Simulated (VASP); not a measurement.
# H3C2N in VASP: a series of runs

H3C2N is run at these levels: PBE; tasks: single point.

Everything below comes from runs of VASP 6.6.1. Logs are shortened: lines on timing, memory, paths and dates and some standing lists are left out, and cuts for length are marked.

## Step 1: The cell of the first run

The cell holds an amorphous packing of atoms, 36 atoms: a = 8.312 Å, b = 8.312 Å, c = 8.312 Å, α = 90.00°, β = 90.00°, γ = 90.00°.

## Step 2: Single point, PBE

Input file INCAR:

```
SYSTEM = H3C2N
PREC = Accurate ; ENCUT = 520
EDIFF = 1E-7 ; ISMEAR = -1
SIGMA = 0.02 ; LREAL = Auto
LASPH = .TRUE. ; NELM = 60
ALGO = Normal ; ISIF = 2
LWAVE = .FALSE. ; LCHARG = .FALSE.
GGA = PE ; NBANDS = 72
```

Input file KPOINTS:

```
Automatic mesh
0
G
  1 1 1
  0 0 0
```

Input file POSCAR:

```
H3C2N
1.0
    8.3116590000      0.0000000000      0.0000000000
    0.0000000000      8.3116590000      0.0000000000
    0.0000000000      0.0000000000      8.3116590000
C N H
12 6 18
Direct
    1.0261628996      0.5141545693      0.4332558951
    0.9549745804      0.5804771342      0.2880244471
    0.3967560073      0.9536518366      0.6202724412
    0.2271414204      0.9487590939      0.5811718181
    0.1632602669      0.4400800321      0.8675248623
    0.2945123413      0.3979388063      0.7601119755
    0.8195339793      0.8232884597      0.8032060985
    0.7709244534      0.9702803473      0.8838211893
    0.5294581333      0.5883385709      0.0391734834
    0.4484041794      0.6706440427      0.1698694449
    0.6013424040      0.2332659400      0.3056734342
    0.4312195788      0.2499185006      0.2701822780
    0.8994028413      0.6314267897      0.1699633702
    0.0906489956      0.9433438039      0.5518364525
    0.4016436927      0.3653493992      0.6762228896
    0.7326820234      1.0890728692      0.9470539806
    0.3863846259      0.7353919731      0.2771564828
    0.2963448899      0.2662799360      0.2368615235
    1.1051482621      0.4128402066      0.4001318626
    1.0977757265      0.6076239880      0.4931173018
    0.9312678240      0.4714377035      0.5150206871
    0.4635005479      0.8856563718      0.5286455533
    0.4382531821      1.0789956849      0.6247804325
    0.4165461169      0.9002247501      0.7394850378
    0.1712279995      0.5678950696      0.9012874185
    0.0464649545      0.4190165642      0.8086801932
    0.1692593092      0.3670571650      0.9781465723
    0.8666357585      0.7380303643      0.8928266861
    0.7162721667      0.7686644036      0.7411312716
    0.9121615750      0.8516067040      0.7129215837
    0.6602492445      0.5922808398      0.0600111782
    0.4906459704      0.4623771467      0.0330381927
    0.5026769999      0.6458284857     -0.0767677530
    0.6559732973      0.3531636291      0.3162617055
    0.6192516273      0.1694841403      0.4197666817
    0.6609246248      0.1680856781      0.2070610277
```

Potentials or basis: VASP PAW PBE potentials, release 64 (C, N, H).

Launch:

```console
> cat potpaw_PBE.64/C/POTCAR potpaw_PBE.64/N/POTCAR potpaw_PBE.64/H/POTCAR > POTCAR
> mpirun -np 1 vasp_gam > vasp.out
```

OUTCAR:

```text
SYSTEM = H3C2N
   PREC = Accurate
   ENCUT = 520
   EDIFF = 1E-7
   ISMEAR = -1
   LREAL = Auto
   LASPH = .TRUE.
   NELM = 60
   ISIF = 2
   GGA = PE

 ion  position               nearest neighbor table
   1  0.026  0.514  0.433-  20 1.10  21 1.10  19 1.10   2 1.45
   2  0.955  0.580  0.288-  13 1.16   1 1.45
   3  0.397  0.954  0.620-  23 1.10  24 1.10  22 1.10   4 1.45
   4  0.227  0.949  0.581-  14 1.16   3 1.45
   5  0.163  0.440  0.868-  25 1.10  26 1.10  27 1.10   6 1.45
   6  0.295  0.398  0.760-  15 1.16   5 1.45
   7  0.820  0.823  0.803-  29 1.10  28 1.10  30 1.10   8 1.45
   8  0.771  0.970  0.884-  16 1.16   7 1.45
   9  0.529  0.588  0.039-  32 1.10  33 1.10  31 1.10  10 1.45
  10  0.448  0.671  0.170-  17 1.16   9 1.45
  11  0.601  0.233  0.306-  35 1.10  34 1.10  36 1.10  12 1.45
  12  0.431  0.250  0.270-  18 1.16  11 1.45
  13  0.899  0.631  0.170-   2 1.16
  14  0.091  0.943  0.552-   4 1.16
  15  0.402  0.365  0.676-   6 1.16
  16  0.733  0.089  0.947-   8 1.16
  17  0.386  0.735  0.277-  10 1.16
[... 17 lines left out ...]
  35  0.619  0.169  0.420-  11 1.10
  36  0.661  0.168  0.207-  11 1.10

  LATTYP: Found a simple cubic cell.
 ALAT       =     8.3116590000

  Lattice vectors:

 A1 = (   8.3116590000,   0.0000000000,   0.0000000000)
 A2 = (   0.0000000000,   8.3116590000,   0.0000000000)
 A3 = (   0.0000000000,   0.0000000000,   8.3116590000)

Analysis of symmetry for initial positions (statically):
=====================================================================
 Subroutine PRICEL returns:
 Original cell was already a primitive cell.

 Routine SETGRP: Setting up the symmetry group for a
 simple cubic supercell.

 Subroutine GETGRP returns: Found  1 space group operations
 (whereof  1 operations were pure point group operations)
 out of a pool of 48 trial point group operations.

The static configuration has the point symmetry C_1 .

Analysis of symmetry for dynamics (positions and initial velocities):
=====================================================================
 Subroutine PRICEL returns:
 Original cell was already a primitive cell.

 Routine SETGRP: Setting up the symmetry group for a
 simple cubic supercell.

 Subroutine GETGRP returns: Found  1 space group operations
 (whereof  1 operations were pure point group operations)
 out of a pool of 48 trial point group operations.

The dynamic configuration has the point symmetry C_1 .
[... 141 lines left out ...]
   ENCUT  =  520.0 eV  38.22 Ry    6.18 a.u.  15.45 15.45 15.45*2*pi/ulx,y,z
   NELM   =     60;   NELMIN=  2; NELMDL= -5     # of ELM steps
   EDIFF  = 0.1E-06   stopping-criterion for ELM
   LREAL  =      T    real-space projection
   EDIFFG = 0.1E-05   stopping-criterion for IOM
   NSW    =      0    number of steps for IOM
   IBRION =     -1    ionic relax: 0-MD 1-quasi-New 2-CG
   NFREE  =      0    steps in history (QN), initial steepest desc. (CG)
   ISIF   =      2    stress and relaxation
   ISYM   =      2    0-nonsym 1-usesym 2-fastsym
   POTIM  = 0.5000    time-step for ionic-motion
   TEBEG  =    0.0;   TEEND  =   0.0 temperature during run
   PSTRESS=    0.0 pullay stress
   NELECT =      96.0000    total number of electrons
   NUPDOWN=      -1.0000    fix difference up-down
   EMIN   =  10.00;   EMAX   =-10.00  energy-range for DOS
   EFERMI =   0.00;   METHOD = LEGACY
   ISMEAR =    -1;   SIGMA  =   0.02  broadening in eV -4-tet -1-fermi 0-gaus
   EFERMI_NEDOS =   21; number of points for ismear=-14 and -15
   IALGO  =     38    algorithm
   IMIX   =      4    mixing-type and parameters
     AMIX     =   0.40;   BMIX     =  1.00
     AMIX_MAG =   1.60;   BMIX_MAG =  1.00
  volume/ion in A,a.u.               =      15.95       107.64
  Fermi-wavevector in a.u.,A,eV,Ry     =   0.901871  1.704288 11.066577  0.813370
  Thomas-Fermi vector in A             =   2.025004
   LORBIT       =      0    0 simple, 1 ext, 2 COOP (PROOUT), +10 PAW based schemes
   GGA     = PE    functional components
[... 5 lines left out ...]
 non-spin polarized calculation
  energy-cutoff  :      520.00
  volume of cell :      574.20
 maximum number of plane-waves:      7758
 NGX is ok and might be reduce to    64
   NGX = 31   NGY = 31   NGZ = 31

 number of electron      95.9999997 magnetization

 Free energy of the ion-electron system (eV)
  ---------------------------------------------------
  ext. energy  EPLUGINS =         0.00000000
  ---------------------------------------------------
  free energy    TOTEN  =      -221.27813865 eV

  energy without entropy =     -221.27813865  energy(sigma->0) =     -221.27813865

 E-fermi :  -4.4824     XC(G=0):  -5.8523

 val. band max:       -5.0116132376   @ k =   0.0000   0.0000   0.0000
 cond. band min:       1.2861073982   @ k =   0.0000   0.0000   0.0000
 fundamental gap:      6.2977206358
 Fermi energy:        -4.4824484382

 k-point     1 :       0.0000    0.0000    0.0000
  band No.  band energies     occupation
      1     -20.0759      2.00000
      2     -19.9596      2.00000
      3     -19.8530      2.00000
      4     -19.8193      2.00000
      5     -19.8036      2.00000
      6     -19.7830      2.00000
[... 52 lines left out ...]
     59       2.5687      0.00000
     60       2.7065      0.00000
 [bands above 60 left out]

------------------------ aborting loop because EDIFF is reached ----------------------------------------

  FORCE on cell =-STRESS in cart. coord.  units (eV):
  Direction    XX          YY          ZZ          XY          YZ          ZX
  --------------------------------------------------------------------------------------
  -------------------------------------------------------------------------------------
  Total        1.9770036      0.4692441      0.6637069     -0.0568501      0.0373156     -0.2228253
  in kB        5.5163891      1.3093215      1.8519267     -0.1586274      0.1041208     -0.6217444
  external PRESSURE =       2.8925457 kB  Pullay stress =       0.0000000 kB

 VOLUME and BASIS-vectors are now :
 -----------------------------------------------------------------------------
  energy-cutoff  :      520.00
  volume of cell :      574.20
      direct lattice vectors                 reciprocal lattice vectors
     8.311659000  0.000000000  0.000000000     0.120312924  0.000000000  0.000000000
     0.000000000  8.311659000  0.000000000     0.000000000  0.120312924  0.000000000
     0.000000000  0.000000000  8.311659000     0.000000000  0.000000000  0.120312924

 POSITION                                       TOTAL-FORCE (eV/Angst)
 -----------------------------------------------------------------------------------
      0.21746      4.27348      3.60108        -0.026925     -0.005362     -0.137420
      7.93742      4.82473      2.39396         0.128463     -0.084064      0.171106
      3.29770      7.92643      5.15549         0.012065      0.004884      0.000388
      1.88792      7.88576      4.83050         0.377506      0.015047      0.112365
      1.35696      3.65780      7.21057        -0.051466     -0.021051      0.003586
      2.44789      3.30753      6.31779        -0.297897      0.084430      0.228954
[... 28 lines left out ...]
      5.14701      1.40869      3.48896        -0.005070     -0.005941     -0.010928
      5.49338      1.39707      1.72102         0.002458      0.001441      0.004910
 -----------------------------------------------------------------------------------
    total drift:                                0.004578     -0.006005      0.007253

  FREE ENERGIE OF THE ION-ELECTRON SYSTEM (eV)
  ---------------------------------------------------
  free  energy   TOTEN  =      -221.2781386465 eV

  energy  without entropy=     -221.2781386465  energy(sigma->0) =     -221.27813865
```

OSZICAR:

```text
N       E                     dE             d eps       ncg     rms          rms(c)
DAV:   1     0.678302084214E+03    0.67830E+03   -0.46227E+04   152   0.116E+03
DAV:   2    -0.149423502063E+03   -0.82773E+03   -0.79334E+03   192   0.263E+02
DAV:   3    -0.241565908797E+03   -0.92142E+02   -0.91465E+02   184   0.927E+01
[... 12 lines left out ...]
DAV:  16    -0.221278140914E+03    0.33164E-05   -0.10881E-05   200   0.165E-02    0.568E-03
DAV:  17    -0.221278139340E+03    0.15742E-05   -0.72490E-06   176   0.133E-02    0.311E-03
DAV:  18    -0.221278138824E+03    0.51554E-06   -0.23882E-06   176   0.614E-03    0.151E-03
DAV:  19    -0.221278138684E+03    0.13991E-06   -0.23645E-07   128   0.214E-03    0.803E-04
DAV:  20    -0.221278138646E+03    0.37725E-07   -0.70373E-08   112   0.109E-03
   1 F= -.22127814E+03 E0= -.22127814E+03  d E =-.361894E-11
```

It took 86 s on 1 thread of Intel Xeon Platinum 8259CL at 2.50GHz (Skylake/Cascade Lake), shared host; peak memory 0.59 GiB.

What came out:

* Free energy: -221.2781 eV
* Pressure: 0.3 GPa
* Largest force: 0.407 eV/Å
* Band gap on the k mesh: 6.30 eV

Forces in eV/Å, atoms in the order of the input:
```
C   -0.027 -0.005 -0.137
C    0.128 -0.084  0.171
C    0.012  0.005  0.000
C    0.378  0.015  0.112
C   -0.051 -0.021  0.004
C   -0.298  0.084  0.229
C   -0.023  0.007  0.058
C    0.082 -0.307 -0.195
C    0.006  0.051  0.004
C    0.178 -0.158 -0.265
C   -0.032 -0.002 -0.008
C    0.381 -0.046  0.075
N   -0.001 -0.012 -0.091
N   -0.395 -0.011 -0.096
N    0.225 -0.071 -0.194
N   -0.107  0.277  0.151
N   -0.137  0.155  0.269
N   -0.321  0.033 -0.097
H   -0.035  0.063  0.025
H    0.000  0.006 -0.027
H    0.025  0.019 -0.043
H   -0.008  0.000 -0.008
H   -0.001  0.023  0.000
H    0.003  0.002  0.002
H   -0.038 -0.078 -0.002
H    0.086 -0.019  0.068
H    0.000  0.042 -0.054
H   -0.010  0.031 -0.009
H    0.023  0.003  0.026
H    0.003  0.004  0.004
H   -0.026  0.009 -0.012
H    0.002 -0.001  0.000
H   -0.008  0.001  0.034
H   -0.009 -0.009  0.009
H   -0.005 -0.006 -0.011
H    0.002  0.001  0.005
```

Stress tensor (GPa, compression positive):
```
 0.55 -0.02 -0.06
-0.02  0.13  0.01
-0.06  0.01  0.19
```

Caveat: the k points lie up to 0.76 Å⁻¹ apart.

## Step 3: Single point, PBE

Input file INCAR:

```
SYSTEM = H3C2N
  ALGO = Normal
  EDIFF = 1E-6
  ENCUT = 520
  GGA = PE
  ISIF = 2
  ISMEAR = -1
  LASPH = .True.
  LCHARG = .True.
  LELF = .True.
  LREAL = Auto
  LVHAR = .True.
  LWAVE = .False.
  NBANDS = 72
  NELM = 60
  PREC = Accurate
  SIGMA = 0.02
```

Input file KPOINTS:

```
k-points
0
Gamma
  1 1 1
  0 0 0
```

Input file POSCAR:

```
H3C2N
1.0
    8.3116590000      0.0000000000      0.0000000000
    0.0000000000      8.3116590000      0.0000000000
    0.0000000000      0.0000000000      8.3116590000
C N H
12 6 18
Direct
    1.0354250577      0.5373656451      0.4245121221
    0.9556335264      0.5937924065      0.2855988197
    0.4192063221      0.9311979714      0.5803053277
    0.2489154091      0.9259282653      0.5682018475
    0.1382395500      0.4365193519      0.8811598262
    0.2686106348      0.3626231538      0.7819016637
    0.8299546456      0.8212800838      0.8154449070
    0.7698463087      0.9541416461      0.9072556995
    0.5079852289      0.6352161464      0.0191658488
    0.4256550948      0.7134315785      0.1523522560
    0.6365395885      0.2522240145      0.3227514507
    0.4589336497      0.2436336717      0.2768761327
    0.8782001283      0.6373456851      0.1803129796
    0.1118188318      0.9511097604      0.5524288232
    0.3989095318      0.3429158968      0.7219136396
    0.7167401839      1.0617495256      0.9737165589
    0.3725008449      0.7551681319      0.2785484823
    0.3226792629      0.2199199943      0.2682617273
    1.0353649013      0.4085225344      0.4443396920
    1.1592150255      0.5941653766      0.4232608677
    0.9572457195      0.5831326815      0.5280534247
    0.4613399082      0.9373700244      0.4526172212
    0.4663088320      1.0434619611      0.6498341667
    0.4396113941      0.8135680253      0.6404497586
    0.1417165935      0.5678168462      0.8687916576
    0.0236174270      0.4046845521      0.8296057382
    0.1553360166      0.3877444924      0.9998725886
    0.7736481971      0.7027116969      0.8380637367
    0.8180075723      0.8366921694      0.6764473855
    0.9599166665      0.8000087588      0.8317473082
    0.6247609533      0.6074719860      0.0745097940
    0.4262085343      0.5338043825     -0.0020573510
    0.5236138778      0.7107245377     -0.0846882674
    0.7018695064      0.3084823379      0.2292683085
    0.6444321164      0.3094087474      0.4357373179
    0.6908608739      0.1335473460      0.3398118234
```

Potentials or basis: VASP PAW PBE potentials, release 64 (C, N, H).

Launch:

```console
> cat potpaw_PBE.64/C/POTCAR potpaw_PBE.64/N/POTCAR potpaw_PBE.64/H/POTCAR > POTCAR
> mpirun -np 1 vasp_gam > vasp.out
```

Wall time 89 s (1 thread of Intel Xeon Platinum 8259CL at 2.50GHz (Skylake/Cascade Lake), shared host); peak memory 0.59 GiB.

It converged, with:

- Free energy: -219.5376 eV
- Pressure: 0.2 GPa
- Largest force: 3.690 eV/Å
- Band gap on the k mesh: 5.64 eV

Forces in eV/Å, atoms in the order of the input:
```
C    0.368  1.233  1.920
C    0.339 -0.996  0.842
C    0.945  0.556  0.443
C   -1.265  1.770 -0.210
C    0.764 -0.681 -1.703
C    3.273  0.919 -0.883
C    0.602 -1.159 -2.397
C    0.935 -2.369 -1.638
C   -0.841  0.098  1.381
C   -0.726  1.081  2.575
C   -2.237 -1.166 -0.842
C    3.462 -0.386  1.179
N   -1.234  0.842 -2.109
N   -0.324 -0.551  0.170
N   -3.474  0.004  1.245
N   -1.141  2.489  1.623
N    0.680 -0.830 -2.623
N   -1.716  0.122 -0.546
H    0.322 -0.529 -0.552
H   -0.787 -0.601  0.451
H    1.040 -0.021 -0.622
H    0.190 -0.398  0.815
H   -0.772 -1.550 -0.598
H    1.153  0.408 -0.250
H    0.424  0.022  0.381
H   -0.739 -0.512  0.105
H   -0.292  0.092  0.841
H   -0.111  0.503  0.401
H    0.029  0.334  1.725
H   -0.146  0.352  0.213
H    0.206 -0.517 -0.451
H    0.710 -0.413 -0.511
H   -0.108  0.326 -0.493
H    0.738  0.818 -0.829
H    0.080  1.063  1.196
H   -0.347 -0.350 -0.248
```

Stress tensor (GPa, compression positive):
```
-0.21 -0.43  1.06
-0.43  0.59  0.05
 1.06  0.05  0.22
```

Levels at points of the mesh, in eV from the valence-band top:
| k point | band 44 | band 45 | band 46 | band 47 | band 48 | band 49 | band 50 | band 51 | band 52 | band 53 |
| --- | --- | --- | --- | --- | --- | --- | --- | --- | --- | --- |
| (0.00, 0.00, 0.00) | -0.51 | -0.43 | -0.37 | -0.10 | 0.00 | 5.64 | 6.22 | 6.58 | 6.68 | 6.79 |

Caveat: the k points lie up to 0.76 Å⁻¹ apart.

(Continued in part 2 of 3.)
